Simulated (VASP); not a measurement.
# Cs8Sn7GeI23 (a cell with a defect) in VASP: single point with PBEsol

Aim: the single point of Cs8Sn7GeI23 (a cell with a defect) with PBEsol.

All numbers are computed with VASP 6.6.1; they aren't measurements. Logs are shortened: lines on timing, memory, paths and dates and some standing lists are left out, and cuts for length are marked.

## Step 1: The cell of the first run

The cell holds a defect, 39 atoms: a = 12.314 Å, b = 12.314 Å, c = 12.314 Å, α = 90.00°, β = 90.00°, γ = 90.00°.

## Step 2: Single point, PBEsol

INCAR

```
SYSTEM = Cs8Sn7GeI23
  PREC = Accurate
  ENCUT = 410
  EDIFF = 1E-6
  ISMEAR = -1
  SIGMA = 0.05
  LREAL = Auto
  LASPH = .True.
  NELM = 120
  ALGO = Normal
  ISIF = 2
  LWAVE = .False.
  LCHARG = .False.
  GGA = PS
  NELECT = 344.0
  ISYM = -1
  NBANDS = 198
  GGA_COMPAT = .False.
```

KPOINTS

```
explicit points
1
Reciprocal
  0.25000000   0.25000000   0.25000000 1
```

POSCAR

```
Cs8Sn7GeI23
1.0
   12.3144620000      0.0000000000      0.0000000000
    0.0000000000     12.3144620000      0.0000000000
    0.0000000000      0.0000000000     12.3144620000
Cs Ge Sn I
8 1 7 23
Direct
    0.9818530000      0.0160510000      0.0024660000
    0.9997820000      0.0174510000      0.4993280000
    0.9973720000      0.4832140000      0.9981790000
    0.9782740000      0.4732280000      0.4914970000
    0.5264460000      0.0311900000      0.0009820000
    0.5053050000      0.0137920000      0.4985390000
    0.5133700000      0.4716330000      0.0017770000
    0.5154020000      0.4859700000      0.4980860000
    0.2568520000      0.2629240000      0.2436270000
    0.2528000000      0.2538970000      0.7450450000
    0.2510300000      0.7563550000      0.2713670000
    0.2525320000      0.7506530000      0.7318120000
    0.7561520000      0.2512410000      0.2501760000
    0.7529730000      0.2512070000      0.7489340000
    0.7554730000      0.7513080000      0.2490170000
    0.7551160000      0.7509450000      0.7510560000
    0.2541650000      0.2346910000      0.0117950000
    0.2524540000      0.2707200000      0.4987820000
    0.1800370000      0.7266390000      0.5014990000
    0.7550650000      0.2543880000      0.9999040000
    0.7490870000      0.2461280000      0.4996130000
    0.7028120000      0.7492150000      0.9999470000
    0.7936570000      0.7529240000      0.4989800000
    0.0052000000      0.2481660000      0.2516380000
    0.0025160000      0.2514700000      0.7502360000
    0.0005330000      0.7491420000      0.2043260000
    0.0000620000      0.7539200000      0.7983570000
    0.4934350000      0.2487520000      0.2497530000
    0.5026320000      0.2513740000      0.7521090000
    0.4955680000      0.7481390000      0.2956820000
    0.4963420000      0.7485740000      0.6983060000
    0.2486220000      0.9957560000      0.2716850000
    0.2511610000      0.0006390000      0.7309480000
    0.2508150000      0.4900330000      0.2272250000
    0.2550530000      0.5041220000      0.7796120000
    0.7488930000      0.0010510000      0.2458170000
    0.7492950000      0.0011980000      0.7532880000
    0.7488140000      0.5001450000      0.2517770000
    0.7522100000      0.5005910000      0.7468540000
```

Potentials or basis: VASP PAW PBE potentials, release 64 (Cs_sv, Ge_d, Sn_d, I).

Command:

```
$ cat potpaw_PBE.64/Cs_sv/POTCAR potpaw_PBE.64/Ge_d/POTCAR potpaw_PBE.64/Sn_d/POTCAR potpaw_PBE.64/I/POTCAR > POTCAR
$ mpirun -np 1 vasp_std > vasp.out
```

OUTCAR:

```text
SYSTEM = Cs8Sn7GeI23
   PREC = Accurate
   ENCUT = 410
   EDIFF = 1E-6
   ISMEAR = -1
   LREAL = Auto
   LASPH = .True.
   NELM = 120
   ISIF = 2
   GGA = PS
   NELECT = 344.0
   ISYM = -1

 ion  position               nearest neighbor table
   1  0.982  0.016  0.002-
   2  1.000  0.017  0.499-
   3  0.997  0.483  0.998-
   4  0.978  0.473  0.491-
   5  0.526  0.031  0.001-
   6  0.505  0.014  0.499-
   7  0.513  0.472  0.002-
   8  0.515  0.486  0.498-
   9  0.257  0.263  0.244-  34 2.80  17 2.88  28 2.92  24 3.11  18 3.14
  10  0.253  0.254  0.745-  18 3.04  29 3.08  25 3.08  35 3.11  33 3.12  17 3.29
  11  0.251  0.756  0.271-  32 2.95  19 2.99  30 3.03  26 3.19  34 3.32
  12  0.253  0.751  0.732-  19 2.99  31 3.03  33 3.08  35 3.09  27 3.22
  13  0.756  0.251  0.250-  38 3.07  24 3.07  21 3.07  20 3.08  36 3.08  28 3.24
  14  0.753  0.251  0.749-  39 3.07  21 3.07  25 3.07  37 3.08  29 3.08  20 3.09
  15  0.755  0.751  0.249-  26 3.07  36 3.08  38 3.09  23 3.11  22 3.14  30 3.25
  16  0.755  0.751  0.751-  27 3.07  37 3.08  39 3.08  22 3.13  23 3.14  31 3.25
  17  0.254  0.235  0.012-   9 2.88  10 3.29
  18  0.252  0.271  0.499-  10 3.04   9 3.14
  19  0.180  0.727  0.501-  12 2.99  11 2.99
  20  0.755  0.254  1.000-  13 3.08  14 3.09
  21  0.749  0.246  0.500-  14 3.07  13 3.07
  22  0.703  0.749  1.000-  16 3.13  15 3.14
  23  0.794  0.753  0.499-  15 3.11  16 3.14
  24  0.005  0.248  0.252-  13 3.07   9 3.11
  25  0.003  0.251  0.750-  14 3.07  10 3.08
  26  0.001  0.749  0.204-  15 3.07  11 3.19
  27  0.000  0.754  0.798-  16 3.07  12 3.22
  28  0.493  0.249  0.250-   9 2.92  13 3.24
  29  0.503  0.251  0.752-  10 3.08  14 3.08
  30  0.496  0.748  0.296-  11 3.03  15 3.25
  31  0.496  0.749  0.698-  12 3.03  16 3.25
  32  0.249  0.996  0.272-  11 2.95
  33  0.251  0.001  0.731-  12 3.08  10 3.12
  34  0.251  0.490  0.227-   9 2.80  11 3.32
  35  0.255  0.504  0.780-  12 3.09  10 3.11
  36  0.749  0.001  0.246-  15 3.08  13 3.08
  37  0.749  0.001  0.753-  14 3.08  16 3.08
  38  0.749  0.500  0.252-  13 3.07  15 3.09
  39  0.752  0.501  0.747-  14 3.07  16 3.08

IMPORTANT INFORMATION: All symmetrisations will be switched off!
NOSYMM: (Re-)initialisation of all symmetry stuff for point group C_1.

----------------------------------------------------------------------------------------

                                     Primitive cell

  volume of cell :    1867.4386

  direct lattice vectors                    reciprocal lattice vectors
    12.314462000  0.000000000  0.000000000     0.081205334  0.000000000  0.000000000
     0.000000000 12.314462000  0.000000000     0.000000000  0.081205334  0.000000000
[... 125 lines left out ...]
   POTIM  = 0.5000    time-step for ionic-motion
   TEBEG  =    0.0;   TEEND  =   0.0 temperature during run
   PSTRESS=    0.0 pullay stress
   NELECT =     344.0000    total number of electrons
   NUPDOWN=      -1.0000    fix difference up-down
   EMIN   =  10.00;   EMAX   =-10.00  energy-range for DOS
   EFERMI =   0.00;   METHOD = LEGACY
   ISMEAR =    -1;   SIGMA  =   0.05  broadening in eV -4-tet -1-fermi 0-gaus
   EFERMI_NEDOS =   21; number of points for ismear=-14 and -15
   IALGO  =     38    algorithm
   IMIX   =      4    mixing-type and parameters
     AMIX     =   0.40;   BMIX     =  1.00
     AMIX_MAG =   1.60;   BMIX_MAG =  1.00
  volume/ion in A,a.u.               =      47.88       323.13
  Fermi-wavevector in a.u.,A,eV,Ry     =   0.931491  1.760264 11.805453  0.867676
  Thomas-Fermi vector in A             =   2.057990
   LORBIT       =      0    0 simple, 1 ext, 2 COOP (PROOUT), +10 PAW based schemes
   GGA     = PS    functional components
   LHFCALC =     F    Hartree Fock is set to
   AEXX    =    0.0000 exact exchange contribution
   IVDW    =     0    specifies the selected vdW correction
   LEPSILON=     F    determine dielectric tensor
   LRPA    =     F    only Hartree local field effects (RPA)
 non-spin polarized calculation
  energy-cutoff  :      410.00
  volume of cell :     1867.44
 maximum number of plane-waves:     35255
 NGX is ok and might be reduce to    84
   NGX = 41   NGY = 41   NGZ = 41

 number of electron     343.9999967 magnetization

 Free energy of the ion-electron system (eV)
  ---------------------------------------------------
  ext. energy  EPLUGINS =         0.00000000
  ---------------------------------------------------
  free energy    TOTEN  =      -120.72699489 eV

  energy without entropy =     -120.72699485  energy(sigma->0) =     -120.72699487

 E-fermi :   2.4062     XC(G=0):  -7.6080

 val. band max:        1.4813442994   @ k =   0.2500   0.2500   0.2500
 cond. band min:       3.3307183271   @ k =   0.2500   0.2500   0.2500
 fundamental gap:      1.8493740277
 Fermi energy:         2.4062269046

 k-point     1 :       0.2500    0.2500    0.2500
  band No.  band energies     occupation
      1     -22.7839      2.00000
      2     -22.7795      2.00000
      3     -22.7750      2.00000
      4     -22.7714      2.00000
      5     -22.7665      2.00000
      6     -19.5888      2.00000
[... 176 lines left out ...]
    183       4.2636      0.00000
    184       4.2961      0.00000
 [bands above 184 left out]

------------------------ aborting loop because EDIFF is reached ----------------------------------------

  FORCE on cell =-STRESS in cart. coord.  units (eV):
  Direction    XX          YY          ZZ          XY          YZ          ZX
  --------------------------------------------------------------------------------------
  -------------------------------------------------------------------------------------
  Total      -15.5036788    -12.2240885    -15.6048894     -0.4159037     -0.3428763     -0.4478480
  in kB      -13.3014509    -10.4877117    -13.3882850     -0.3568264     -0.2941723     -0.3842332
  external PRESSURE =     -12.3924825 kB  Pullay stress =       0.0000000 kB

 VOLUME and BASIS-vectors are now :
 -----------------------------------------------------------------------------
  energy-cutoff  :      410.00
  volume of cell :     1867.44
      direct lattice vectors                 reciprocal lattice vectors
    12.314462000  0.000000000  0.000000000     0.081205334  0.000000000  0.000000000
     0.000000000 12.314462000  0.000000000     0.000000000  0.081205334  0.000000000
     0.000000000  0.000000000 12.314462000     0.000000000  0.000000000  0.081205334

 POSITION                                       TOTAL-FORCE (eV/Angst)
 -----------------------------------------------------------------------------------
     12.09099      0.19766      0.03037         0.002356     -0.006263     -0.001032
     12.31178      0.21490      6.14896        -0.000024     -0.001375      0.000992
     12.28210      5.95052     12.29204         0.001134      0.004663     -0.002243
     12.04692      5.82755      6.05252         0.004445      0.005514      0.007401
      6.48290      0.38409      0.01209        -0.004417      0.001449      0.004530
      6.22256      0.16984      6.13924        -0.001253     -0.001008      0.002318
[... 31 lines left out ...]
      9.22124      6.15902      3.10050         0.008145     -0.004595     -0.004545
      9.26306      6.16451      9.19711        -0.002808      0.000777      0.008325
 -----------------------------------------------------------------------------------
    total drift:                               -0.042371      0.001799     -0.029043

  FREE ENERGIE OF THE ION-ELECTRON SYSTEM (eV)
  ---------------------------------------------------
  free  energy   TOTEN  =      -120.7269948885 eV

  energy  without entropy=     -120.7269948519  energy(sigma->0) =     -120.72699487
```

OSZICAR:

```text
N       E                     dE             d eps       ncg     rms          rms(c)
DAV:   1     0.296524311506E+04    0.29652E+04   -0.11992E+05   436   0.138E+03
DAV:   2     0.369888277425E+03   -0.25954E+04   -0.25123E+04   460   0.313E+02
DAV:   3    -0.901687153988E+02   -0.46006E+03   -0.45308E+03   458   0.159E+02
[... 11 lines left out ...]
DAV:  15    -0.120726899140E+03   -0.99235E-05   -0.17228E-04   432   0.289E-02    0.671E-02
DAV:  16    -0.120726966872E+03   -0.67732E-04   -0.70095E-05   400   0.151E-02    0.373E-02
DAV:  17    -0.120726990384E+03   -0.23512E-04   -0.40699E-05   448   0.146E-02    0.314E-02
DAV:  18    -0.120726994791E+03   -0.44068E-05   -0.93631E-06   376   0.652E-03    0.146E-02
DAV:  19    -0.120726994888E+03   -0.97749E-07   -0.19094E-06   296   0.354E-03
   1 F= -.12072699E+03 E0= -.12072699E+03  d E =-.365745E-07
```

stdout:

```text
POSCAR found type information on POSCAR CsGeSnI
 POSCAR found :  4 types and      39 ions
 scaLAPACK will be used
 -----------------------------------------------------------------------------
|                                                                             |
|                                                                             |
|     You enforced a specific xc type in the INCAR file but a different       |
|     I HOPE YOU KNOW WHAT YOU ARE DOING!                                     |
|                                                                             |
 -----------------------------------------------------------------------------

 LDA part: xc-table for (Slater+PW92), standard interpolation
 POSCAR, INCAR and KPOINTS ok, starting setup
 FFT: planning ... GRIDC
 FFT: planning ... GRID_SOFT
 FFT: planning ... GRID
 WAVECAR not read
 entering main loop
 the old and the new charge density differ
 old charge density:   345.00000 new  344.00000
    0.124E+01
```

It took 10 min on 1 thread of AMD EPYC 7R13 (Zen 3), shared host; peak memory 1.2 GiB.

What came out:

- Free energy: -120.7270 eV
- Largest force: 0.036 eV/Å

Forces on the atoms (eV/Å):
```
Cs   0.002 -0.006 -0.001
Cs   0.000 -0.001  0.001
Cs   0.001  0.005 -0.002
Cs   0.004  0.006  0.007
Cs  -0.004  0.001  0.005
Cs  -0.001 -0.001  0.002
Cs  -0.004  0.003  0.001
Cs  -0.002  0.006  0.004
Ge   0.008 -0.031 -0.005
Sn   0.000  0.003  0.010
Sn   0.007  0.008 -0.001
Sn  -0.016  0.003  0.000
Sn  -0.008  0.001  0.001
Sn   0.004 -0.004 -0.002
Sn  -0.026  0.004  0.016
Sn   0.000  0.008 -0.006
I   -0.002 -0.011 -0.013
I   -0.003  0.001 -0.010
I    0.002 -0.002 -0.003
I    0.004  0.002 -0.001
I    0.002 -0.001  0.000
I   -0.007  0.005  0.002
I    0.000  0.000  0.001
I    0.004  0.004  0.000
I   -0.006 -0.006 -0.001
I   -0.001 -0.004 -0.009
I    0.005 -0.011 -0.004
I    0.000  0.004  0.001
I   -0.005 -0.005  0.000
I    0.018 -0.006 -0.001
I    0.009 -0.004 -0.001
I   -0.002  0.036 -0.004
I    0.002  0.004  0.001
I   -0.002 -0.006  0.014
I    0.003  0.000 -0.002
I    0.004  0.002  0.002
I    0.002 -0.003 -0.006
I    0.008 -0.005 -0.005
I   -0.003  0.001  0.008
```

Caveat: the cell carries a net charge on a neutralising background, which shifts energy and pressure; the cell is charged against a uniform background, so pressure and absolute levels hang on convention; the PAW data sets were made with another functional, which shifts forces and pressure a little; spin-orbit coupling is left out, which moves the levels of the heavy elements.
